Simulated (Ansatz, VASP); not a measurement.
## HRh8: VASP beside Ansatz

INCAR

```
SYSTEM = HRh8
ALGO = Normal ; DIPOL = 0.5 0.5 0.310
EDIFF = 1E-7 ; ENCUT = 520
GGA = PE ; IDIPOL = 3
ISIF = 2 ; ISMEAR = 0
IVDW = 12 ; LASPH = .TRUE.
LCHARG = .FALSE. ; LDIPOL = .TRUE.
LREAL = .FALSE. ; LWAVE = .FALSE.
NBANDS = 70 ; NELM = 60
PREC = Accurate ; SIGMA = 0.1
```

KPOINTS

```
k-points
0
G
  5 7 1
  0 0 0
```

Contents of POSCAR:

```
HRh8
1.0
    5.3650160441      0.0000000000      0.0000000000
    0.0000000000      3.7936392259      0.0000000000
    0.0000000000      0.0000000000     21.2400770646
Rh H
8 1
Direct
    0.2500000000      0.5000000000      0.1883232338
    0.7500000000      0.5000000000      0.1883232338
    0.0000000000      0.0000000000      0.2514705570
    0.5000000000      0.0000000000      0.2514705570
    0.2500000000      0.5000000000      0.3153506346
    0.7500000000      0.5000000000      0.3153506346
    0.0000000000      0.0000000000      0.3738252475
    0.5000000000      0.0000000000      0.3738252475
    0.2500000000      0.2500000000      0.5291919154
```

Input for Ansatz:

```yaml
crystal:
  lattice:
    - [5.3650160441, 0.0, 0.0]
    - [0.0, 3.7936392259, 0.0]
    - [0.0, 0.0, 21.2400770646]
  atoms:
    - { symbol: Rh, position: [0.25, 0.5, 0.1883232338] }
    - { symbol: Rh, position: [0.75, 0.5, 0.1883232338] }
    - { symbol: Rh, position: [0.0, 0.0, 0.251470557] }
    - { symbol: Rh, position: [0.5, 0.0, 0.251470557] }
    - { symbol: Rh, position: [0.25, 0.5, 0.3153506346] }
    - { symbol: Rh, position: [0.75, 0.5, 0.3153506346] }
    - { symbol: Rh, position: [0.0, 0.0, 0.3738252475] }
    - { symbol: Rh, position: [0.5, 0.0, 0.3738252475] }
    - { symbol: H, position: [0.25, 0.25, 0.5291919154] }
basis:
  ecutwfc: 420
kpoints:
  mp_grid: { grid: [5, 7, 1] }
hamiltonian:
  xc: pbe
  pseudopotentials: { kind: paw, azcp: { folder: soft_1 } }
  dispersion: d3bj
scf:
  occupations: { method: gaussian, width: 0.1 }
output:
  forces: true
  eigenvalues: true
efield:
  axis: 3
  dipole_correction: true
  ramp_width: 0.04
```

Alike in both runs: task single point; functional PBE; dispersion D3(BJ); k mesh 5 × 7 × 1; occupations gaussian, width 0.1 eV; no spin polarisation.

|  | VASP | Ansatz |
| --- | --- | --- |
| version | VASP 6.6.1 | Ansatz 0.2.0 |
| potentials or method | VASP PAW PBE potentials, release 64 (Rh_pv, H), cutoff 520 eV | scalar-relativistic, plane waves, PAW |
| valence electrons in the cell | 121 | 137 |

Ansatz gave:

- gap on the k mesh at the Fermi level (eV): none
- rms of the force components (eV/Å): 0.268

Question: Which values does VASP return?

Answer: gap on the k mesh at the Fermi level (eV): none; rms of the force components (eV/Å): 0.269.

Atom by atom the forces differ by 0.002 eV/Å (rms over components). A gap of «none» marks a metal or a gap that the smearing closes. VASP's potentials hold 121 valence electrons a cell and Ansatz's 137, so a difference there can come from the potentials and not from the codes.
